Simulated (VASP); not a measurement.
# Zn (I4_1/amd) in VASP: further runs

Zn is run at these levels: PBE; tasks: single point.

Program: VASP 6.6.1. These are calculated values, not measurements. Logs are shortened: lines on timing, memory, paths and dates and some standing lists are left out, and cuts for length are marked.

## 1. The cell of the first run

Symmetry: I4_1/amd, No. 141, tetragonal system. Conventional cell: a = 5.205 Å, b = 5.205 Å, c = 2.560 Å, α = 90.00°, β = 90.00°, γ = 90.00°. Zn (site symmetry -4m2) has 10 Zn at 2.56 to 3.23 Å within 3.4 Å.

## 2. Single point, PBE

File INCAR:

```
PREC = Accurate
ENCUT = 520
EDIFF = 1E-6
ISMEAR = -1
SIGMA = 0.1
LREAL = F
LASPH = T
NELM = 100
ALGO = Normal
ISIF = 2
LWAVE = F
LCHARG = T
GGA = PE
LELF = T
LVHAR = T
NBANDS = 19
```

File KPOINTS:

```
regular mesh
0
Gamma
  16 16 16
```

File POSCAR:

```
Zn
1.0
   -2.6024249330      2.6024249330      1.2798018317
    2.6024249330     -2.6024249330      1.2798018317
    2.6024249330      2.6024249330     -1.2798018317
Zn
2
Direct
   -0.3750000000     -0.1250000000     -0.2500000000
    0.3750000000      0.1250000000      0.2500000000
```

Potentials or basis: VASP PAW PBE potentials, release 64 (Zn).

Started as:

```
cat potpaw_PBE.64/Zn/POTCAR > POTCAR
mpirun -np 1 vasp_std > vasp.out
```

OUTCAR:

```text
PREC = Accurate
   ENCUT = 520
   EDIFF = 1E-6
   ISMEAR = -1
   LREAL = F
   LASPH = T
   NELM = 100
   ISIF = 2
   GGA = PE

 ion  position               nearest neighbor table
   1  0.625  0.875  0.750-   2 2.68   2 2.68   2 2.68   2 2.68
   2  0.375  0.125  0.250-   1 2.68   1 2.68   1 2.68   1 2.68

  LATTYP: Found a body centered tetragonal cell.
 ALAT       =     5.2048498660
 C/A-ratio  =     0.4917728137

  Lattice vectors:

 A1 = (  -2.6024249330,   2.6024249330,   1.2798018317)
 A2 = (   2.6024249330,  -2.6024249330,   1.2798018317)
 A3 = (   2.6024249330,   2.6024249330,  -1.2798018317)

Analysis of symmetry for initial positions (statically):
=====================================================================
 Subroutine PRICEL returns:
 Original cell was already a primitive cell.

 Routine SETGRP: Setting up the symmetry group for a
 body centered tetragonal supercell.

 Subroutine GETGRP returns: Found 16 space group operations
 (whereof  4 operations were pure point group operations)
 out of a pool of 16 trial point group operations.

The static configuration has the point symmetry C_2h.
 The point group associated with its full space group is D_4h.

Analysis of symmetry for dynamics (positions and initial velocities):
=====================================================================
 Subroutine PRICEL returns:
 Original cell was already a primitive cell.

 Routine SETGRP: Setting up the symmetry group for a
 body centered tetragonal supercell.

 Subroutine GETGRP returns: Found 16 space group operations
 (whereof  4 operations were pure point group operations)
 out of a pool of 16 trial point group operations.

The dynamic configuration has the point symmetry C_2h.
 The point group associated with its full space group is D_4h.

 Subroutine INISYM returns: Found 16 space group operations
 (whereof  4 operations are pure point group operations),
 and found     1 'primitive' translations

----------------------------------------------------------------------------------------

                                     Primitive cell

  volume of cell :      34.6704

  direct lattice vectors                    reciprocal lattice vectors
    -2.602424933  2.602424933  1.279801832     0.000000000  0.192128500  0.390685486
     2.602424933 -2.602424933  1.279801832     0.192128500  0.000000000  0.390685486
     2.602424933  2.602424933 -1.279801832     0.192128500  0.192128500  0.000000000

  length of vectors
     3.896552809  3.896552809  3.896552809     0.435371691  0.435371691  0.271710731

  position of ions in fractional coordinates (direct lattice)
     0.625000000  0.875000000  0.750000000
     0.375000000  0.125000000  0.250000000

  ion indices of the primitive-cell ions
   primitive index   ion index
                 1           1
                 2           2

----------------------------------------------------------------------------------------

 KPOINTS: regular mesh

Automatic generation of k-mesh.
 Grid dimensions read from file:
 generate k-points for:   16   16   16

 Generating k-lattice:

  Cartesian coordinates                     Fractional coordinates (reciprocal lattice)
     0.000000000  0.012008031  0.024417843     0.062500000  0.000000000  0.000000000
     0.012008031  0.000000000  0.024417843     0.000000000  0.062500000  0.000000000
     0.012008031  0.012008031  0.000000000     0.000000000  0.000000000  0.062500000

  Length of vectors
     0.027210731  0.027210731  0.016981921

  Shift w.r.t. Gamma in fractional coordinates (k-lattice)
     0.000000000  0.000000000  0.000000000

 Subroutine IBZKPT returns following result:
 ===========================================

 Found    349 irreducible k-points:

 Following reciprocal coordinates:
            Coordinates               Weight
  0.000000  0.000000  0.000000      1.000000
  0.062500  0.000000  0.000000      8.000000
  0.125000  0.000000  0.000000      8.000000
  0.187500  0.000000 -0.000000      8.000000
  0.250000  0.000000  0.000000      8.000000
  0.312500  0.000000  0.000000      8.000000
[... 16 lines left out ...]
 -0.125000  0.062500  0.000000     16.000000
 -0.062500  0.062500  0.000000      4.000000
 [... further k-points ...]
   k-points           NKPTS =    349   k-points in BZ     NKDIM =    349   number of bands    NBANDS=     19
   number of dos      NEDOS =    301   number of ions     NIONS =      2
   total plane-waves  NPLWV =  27000
   dimension x,y,z NGX =    30 NGY =   30 NGZ =   30
   dimension x,y,z NGXF=    60 NGYF=   60 NGZF=   60
   ions per type =               2
   NGX,Y,Z   is equivalent  to a cutoff of  12.80, 12.80, 12.80 a.u.
   NGXF,Y,Z  is equivalent  to a cutoff of  25.60, 25.60, 25.60 a.u.
 SYSTEM =  unknown system
   PREC   = accura    normal or accurate (medium, high low for compatibility)
   ISTART =      0    job   : 0-new  1-cont  2-samecut
   ICHARG =      2    charge: 1-file 2-atom 10-const
   ISPIN  =      1    spin polarized calculation?
   LNONCOLLINEAR =      F non collinear calculations
   LSORBIT =      F    spin-orbit coupling
   LASPH  =      T    aspherical Exc in radial PAW
   ENCUT  =  520.0 eV  38.22 Ry    6.18 a.u.   7.25  7.25  7.25*2*pi/ulx,y,z
   NELM   =    100;   NELMIN=  2; NELMDL= -5     # of ELM steps
   EDIFF  = 0.1E-05   stopping-criterion for ELM
   LREAL  =      F    real-space projection
   EDIFFG = 0.1E-04   stopping-criterion for IOM
   NSW    =      0    number of steps for IOM
   IBRION =     -1    ionic relax: 0-MD 1-quasi-New 2-CG
   NFREE  =      0    steps in history (QN), initial steepest desc. (CG)
   ISIF   =      2    stress and relaxation
   ISYM   =      2    0-nonsym 1-usesym 2-fastsym
   POTIM  = 0.5000    time-step for ionic-motion
   TEBEG  =    0.0;   TEEND  =   0.0 temperature during run
   PSTRESS=    0.0 pullay stress
   NELECT =      24.0000    total number of electrons
   NUPDOWN=      -1.0000    fix difference up-down
   EMIN   =  10.00;   EMAX   =-10.00  energy-range for DOS
   EFERMI =   0.00;   METHOD = LEGACY
   ISMEAR =    -1;   SIGMA  =   0.10  broadening in eV -4-tet -1-fermi 0-gaus
   EFERMI_NEDOS =   21; number of points for ismear=-14 and -15
   IALGO  =     38    algorithm
   IMIX   =      4    mixing-type and parameters
     AMIX     =   0.40;   BMIX     =  1.00
     AMIX_MAG =   1.60;   BMIX_MAG =  1.00
  volume/ion in A,a.u.               =      17.34       116.98
  Fermi-wavevector in a.u.,A,eV,Ry     =   1.448190  2.736682 28.534875  2.097254
  Thomas-Fermi vector in A             =   2.566059
   LORBIT       =      0    0 simple, 1 ext, 2 COOP (PROOUT), +10 PAW based schemes
   GGA     = PE    functional components
   LHFCALC =     F    Hartree Fock is set to
   AEXX    =    0.0000 exact exchange contribution
   IVDW    =     0    specifies the selected vdW correction
   LEPSILON=     F    determine dielectric tensor
   LRPA    =     F    only Hartree local field effects (RPA)
 non-spin polarized calculation
  energy-cutoff  :      520.00
  volume of cell :       34.67
 maximum number of plane-waves:       961
 NGX is ok and might be reduce to    30
   NGX = 15   NGY = 15   NGZ = 15

 number of electron      23.9999996 magnetization

 Free energy of the ion-electron system (eV)
  ---------------------------------------------------
  ext. energy  EPLUGINS =         0.00000000
  ---------------------------------------------------
  free energy    TOTEN  =        -1.86591606 eV

  energy without entropy =       -1.84327496  energy(sigma->0) =       -1.85459551

 E-fermi :   2.1148     XC(G=0): -10.8330

 val. band max:        2.1029840218   @ k =  -0.3125   0.0625   0.0000
 cond. band min:       2.1157877640   @ k =   0.2500   0.2500   0.1250
 fundamental gap:      0.0128037422
 Fermi energy:         2.1148154819

 k-point     1 :       0.0000    0.0000    0.0000
  band No.  band energies     occupation
      1      -7.2128      2.00000
      2      -5.7942      2.00000
      3      -5.7493      2.00000
      4      -5.7285      2.00000
      5      -5.6711      2.00000
      6      -4.8133      2.00000
[... 11 lines left out ...]
     18      17.3486      0.00000
     19      18.7774      0.00000

 k-point     2 :       0.0625    0.0000    0.0000
  band No.  band energies     occupation
      1      -7.0944      2.00000
      2      -5.7680      2.00000
      3      -5.7317      2.00000
      4      -5.6988      2.00000
      5      -5.6450      2.00000
      6      -4.8667      2.00000
[... 11 lines left out ...]
     18      17.6356      0.00000
     19      18.0384      0.00000

 k-point     3 :       0.1250    0.0000    0.0000
  band No.  band energies     occupation
      1      -6.7452      2.00000
      2      -5.7196      2.00000
      3      -5.6816      2.00000
      4      -5.5893      2.00000
      5      -5.5678      2.00000
      6      -4.9712      2.00000
[... 11 lines left out ...]
     18      15.5043      0.00000
     19      16.4046      0.00000

 k-point     4 :       0.1875    0.0000   -0.0000
  band No.  band energies     occupation
      1      -6.2029      2.00000
      2      -5.6643      2.00000
      3      -5.6090      2.00000
      4      -5.4462      2.00000
      5      -5.4047      2.00000
      6      -5.1058      2.00000
[... 11 lines left out ...]
     18      14.3020      0.00000
     19      14.8410      0.00000

 k-point     5 :       0.2500    0.0000    0.0000
  band No.  band energies     occupation
      1      -5.7112      2.00000
      2      -5.6129      2.00000
      3      -5.5375      2.00000
      4      -5.2400      2.00000
      5      -5.2351      2.00000
      6      -5.2056      2.00000
[... 11 lines left out ...]
     18      12.6620      0.00000
     19      13.5078      0.00000
[... 334 lines left out ...]
      2      -5.6358      2.00000
      3      -5.5799      2.00000
      4      -5.4645      2.00000
      5      -5.4130      2.00000
      6      -5.0923      2.00000
[... 11 lines left out ...]
     18      14.1697      0.00000
     19      14.8539      0.00000

 k-point    22 :      -0.1875    0.0625    0.0000
  band No.  band energies     occupation
      1      -6.6219      2.00000
      2      -5.7024      2.00000
      3      -5.6552      2.00000
      4      -5.5942      2.00000
      5      -5.5694      2.00000
      6      -4.9647      2.00000
[... 11 lines left out ...]
     18      15.1069      0.00000
     19      16.2714      0.00000

 k-point    23 :      -0.1250    0.0625    0.0000
  band No.  band energies     occupation
      1      -7.0097      2.00000
      2      -5.7661      2.00000
      3      -5.7120      2.00000
      4      -5.6904      2.00000
      5      -5.6441      2.00000
      6      -4.8640      2.00000
[... 11 lines left out ...]
     18      17.7795      0.00000
     19      18.3921      0.00000

 k-point    24 :      -0.0625    0.0625    0.0000
  band No.  band energies     occupation
      1      -7.1702      2.00000
      2      -5.7958      2.00000
      3      -5.7391      2.00000
      4      -5.7216      2.00000
      5      -5.6703      2.00000
      6      -4.8165      2.00000
[... 11 lines left out ...]
     18      17.9321      0.00000
     19      19.1554      0.00000

 [... further k-points ...]

------------------------ aborting loop because EDIFF is reached ----------------------------------------

  FORCE on cell =-STRESS in cart. coord.  units (eV):
  Direction    XX          YY          ZZ          XY          YZ          ZX
  --------------------------------------------------------------------------------------
  -------------------------------------------------------------------------------------
  Total        0.0393064      0.0393064      0.0662672      0.0000000      0.0000000      0.0000000
  in kB        1.8164137      1.8164137      3.0623173      0.0000000      0.0000000      0.0000000
  external PRESSURE =       2.2317149 kB  Pullay stress =       0.0000000 kB

 VOLUME and BASIS-vectors are now :
 -----------------------------------------------------------------------------
  energy-cutoff  :      520.00
  volume of cell :       34.67
      direct lattice vectors                 reciprocal lattice vectors
    -2.602424933  2.602424933  1.279801832     0.000000000  0.192128500  0.390685486
     2.602424933 -2.602424933  1.279801832     0.192128500  0.000000000  0.390685486
     2.602424933  2.602424933 -1.279801832     0.192128500  0.192128500  0.000000000

 POSITION                                       TOTAL-FORCE (eV/Angst)
 -----------------------------------------------------------------------------------
      2.60242      1.30121      0.95985         0.000000     -0.000000     -0.000000
      0.00000      1.30121      0.31995        -0.000000      0.000000      0.000000
 -----------------------------------------------------------------------------------
    total drift:                                0.000000     -0.000000      0.000000

  FREE ENERGIE OF THE ION-ELECTRON SYSTEM (eV)
  ---------------------------------------------------
  free  energy   TOTEN  =        -1.8659160571 eV

  energy  without entropy=       -1.8432749625  energy(sigma->0) =       -1.85459551
```

Run time: 5 min. Hardware: 1 thread of AMD EPYC 9R45, shared host; peak memory 0.28 GiB.

What came out:

| Item | Value |
| --- | --- |
| Free energy | -1.8659 eV |
| Pressure | 0.2 GPa |
| Band gap on the k mesh | zero (band 12 reaches 6.20 eV, above the bottom of band 13 at -0.87 eV) |

Levels at points of the mesh, in eV from the Fermi level:
| k point | band 10 | band 11 | band 12 | band 13 | band 14 | band 15 |
| --- | --- | --- | --- | --- | --- | --- |
| (0.00, 0.00, 0.00) | -6.84 | -6.64 | 1.28 | 1.28 | 2.51 | 6.07 |
| (0.50, 0.00, 0.00) | -6.64 | -1.91 | -1.10 | 2.44 | 3.69 | 4.28 |
| (0.50, 0.50, 0.00) | -6.86 | -6.04 | -6.04 | 4.81 | 4.81 | 6.43 |
| (0.50, 0.50, 0.50) | -6.90 | -3.05 | -3.05 | -2.99 | -2.99 | 14.50 |

## 3. Single point, PBE

File INCAR:

```
SYSTEM = Zn
ALGO     = Normal         ! electronic algorithm
EDIFF    = 1E-7           ! SCF threshold, eV
ENCUT    = 520            ! plane-wave cutoff, eV
GGA      = PE             ! functional
ISIF     = 2              ! what is computed and relaxed
ISMEAR   = -1             ! smearing method
LASPH    = .TRUE.         ! aspherical terms in the spheres
LCHARG   = .TRUE.         ! write CHGCAR
LELF     = .TRUE.         ! ELF
LREAL    = .FALSE.        ! projectors in reciprocal space
LVHAR    = .TRUE.       
LWAVE    = .FALSE.        ! write WAVECAR
NBANDS   = 19             ! bands
NELM     = 100            ! most SCF steps
PREC     = Accurate       ! precision mode
SIGMA    = 0.1            ! smearing width, eV
```

File KPOINTS:

```
k-points
0
G
  16 16 16
  0 0 0
```

POSCAR is that of step 2.

Potentials or basis: VASP PAW PBE potentials, release 64 (Zn).

Started as:

```
cat potpaw_PBE.64/Zn/POTCAR > POTCAR
mpirun -np 1 vasp_std > vasp.out
```

OUTCAR:

```text
SYSTEM = Zn
   EDIFF = 1E-7
   ENCUT = 520
   GGA = PE
   ISIF = 2
   ISMEAR = -1
   LASPH = .TRUE.
   LREAL = .FALSE.
   NELM = 100
   PREC = Accurate

 ion  position               nearest neighbor table
   1  0.625  0.875  0.750-   2 2.68   2 2.68   2 2.68   2 2.68
   2  0.375  0.125  0.250-   1 2.68   1 2.68   1 2.68   1 2.68

  LATTYP: Found a body centered tetragonal cell.
 ALAT       =     5.2048498660
 C/A-ratio  =     0.4917728137

  Lattice vectors:

 A1 = (  -2.6024249330,   2.6024249330,   1.2798018317)
[... 717 lines left out ...]

  FORCE on cell =-STRESS in cart. coord.  units (eV):
  Direction    XX          YY          ZZ          XY          YZ          ZX
  --------------------------------------------------------------------------------------
  -------------------------------------------------------------------------------------
  Total        0.0446882      0.0446882      0.0700984      0.0000000     -0.0000000      0.0000000
  in kB        2.0651147      2.0651147      3.2393615      0.0000000     -0.0000000      0.0000000
  external PRESSURE =       2.4565303 kB  Pullay stress =       0.0000000 kB

 VOLUME and BASIS-vectors are now :
 -----------------------------------------------------------------------------
  energy-cutoff  :      520.00
  volume of cell :       34.67
      direct lattice vectors                 reciprocal lattice vectors
    -2.602424933  2.602424933  1.279801832     0.000000000  0.192128500  0.390685486
     2.602424933 -2.602424933  1.279801832     0.192128500  0.000000000  0.390685486
     2.602424933  2.602424933 -1.279801832     0.192128500  0.192128500  0.000000000

 POSITION                                       TOTAL-FORCE (eV/Angst)
 -----------------------------------------------------------------------------------
      2.60242      1.30121      0.95985        -0.000000      0.000000     -0.000000
      0.00000      1.30121      0.31995         0.000000     -0.000000      0.000000
 -----------------------------------------------------------------------------------
    total drift:                                0.000000     -0.000000      0.000000

  FREE ENERGIE OF THE ION-ELECTRON SYSTEM (eV)
  ---------------------------------------------------
  free  energy   TOTEN  =        -1.8659157115 eV

  energy  without entropy=       -1.8432746536  energy(sigma->0) =       -1.85459518
```

OSZICAR:

```text
N       E                     dE             d eps       ncg     rms          rms(c)
DAV:   1     0.114510568237E+03    0.11451E+03   -0.12304E+04 13478   0.190E+03
DAV:   2     0.327546995334E+01   -0.11124E+03   -0.10797E+03 13353   0.294E+02
DAV:   3    -0.199066455684E+01   -0.52661E+01   -0.52471E+01 14998   0.702E+01
DAV:   4    -0.202563290138E+01   -0.34968E-01   -0.34960E-01 14320   0.606E+00
DAV:   5    -0.202568373504E+01   -0.50834E-04   -0.50833E-04 14379   0.206E-01    0.312E+00
DAV:   6    -0.187671963792E+01    0.14896E+00   -0.62004E-01 14671   0.155E+01    0.240E+00
DAV:   7    -0.186945663312E+01    0.72630E-02   -0.21254E-02 15327   0.233E+00    0.122E+00
DAV:   8    -0.186589035148E+01    0.35663E-02   -0.22487E-03 14813   0.551E-01    0.387E-02
DAV:   9    -0.186591101659E+01   -0.20665E-04   -0.21880E-04 16175   0.162E-01    0.349E-02
DAV:  10    -0.186591630570E+01   -0.52891E-05   -0.15487E-05 13948   0.341E-02    0.320E-03
DAV:  11    -0.186591605876E+01    0.24694E-06   -0.30356E-07 14783   0.968E-03    0.190E-03
DAV:  12    -0.186591570843E+01    0.35032E-06   -0.32077E-08  7797   0.182E-03    0.101E-04
DAV:  13    -0.186591571154E+01   -0.31105E-08   -0.66963E-09  7015   0.921E-04
   1 F= -.18659157E+01 E0= -.18545952E+01  d E =-.226411E-01
```

stdout:

```text
POSCAR found type information on POSCAR Zn
 POSCAR found :  1 types and       2 ions
 scaLAPACK will be used
 LDA part: xc-table for (Slater+PW92), standard interpolation
 POSCAR, INCAR and KPOINTS ok, starting setup
 FFT: planning ... GRIDC
 FFT: planning ... GRID_SOFT
 FFT: planning ... GRID
 WAVECAR not read
 entering main loop
```

Wall time 6.2 min (1 thread of AMD EPYC 9R45, shared host); peak memory 0.28 GiB.

What came out:

| Property | Result |
| --- | --- |
| Free energy | -1.8659 eV |
| Pressure | 0.2 GPa |
| Band gap on the k mesh | zero (band 12 reaches 6.20 eV, above the bottom of band 13 at -0.87 eV) |

Stress tensor (GPa, compression positive):
```
0.21 0.00 0.00
0.00 0.21 0.00
0.00 0.00 0.32
```
